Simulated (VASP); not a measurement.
Input of a VASP 6.6.1 run:

Contents of INCAR:

```
SYSTEM = RbGe4N2
  PREC = Accurate
  ENCUT = 520
  EDIFF = 1E-6
  ISMEAR = 0
  SIGMA = 0.1
  LREAL = .False.
  LASPH = .True.
  NELM = 100
  ALGO = Normal
  ISIF = 2
  LWAVE = .False.
  LCHARG = .False.
  GGA = PE
  NBANDS = 46
```

File KPOINTS:

```
regular mesh
0
Gamma
  6 6 2
  0 0 0
```

File POSCAR:

```
RbGe4N2
1.0
    3.7562605700      0.0000000000      0.0000000000
   -1.8781302900      3.2530170800      0.0000000000
    0.0000000000      0.0000000000     12.1239962200
Rb Ge N
1 4 2
Direct
    0.0000000000      0.0000000000      0.7033190100
    0.3333333300      0.6666666700      0.7432990100
    0.3333333300      0.6666666700      0.2700730000
    0.0000000000      0.0000000000      0.4921770100
    0.0000000000      0.0000000000      0.9902250200
    0.6666666700      0.3333333300      0.3928050100
    0.3333333300      0.6666666700      0.0761020000
```

Potentials or basis: VASP PAW PBE potentials, release 64 (Rb_sv, Ge_d, N).

The run is started by

```bash
$ cat potpaw_PBE.64/Rb_sv/POTCAR potpaw_PBE.64/Ge_d/POTCAR potpaw_PBE.64/N/POTCAR > POTCAR
$ mpirun -np 1 vasp_std > vasp.out
```

Task: Predict the pressure.

Result: 8.1 GPa.

Task: Estimate the largest force.

Result: 4.488 eV/Å.

Forces in eV/Å, atoms in the order of the input:
```
Rb   0.000  0.000 -1.301
Ge   0.000  0.000  4.385
Ge   0.000  0.000 -0.727
Ge   0.000  0.000 -4.488
Ge   0.000  0.000  1.985
N    0.000  0.000  0.304
N    0.000  0.000 -0.158
```

Caveat: forces of over 1 eV/Å act on the atoms, so gaps and moduli don't describe the material at rest.
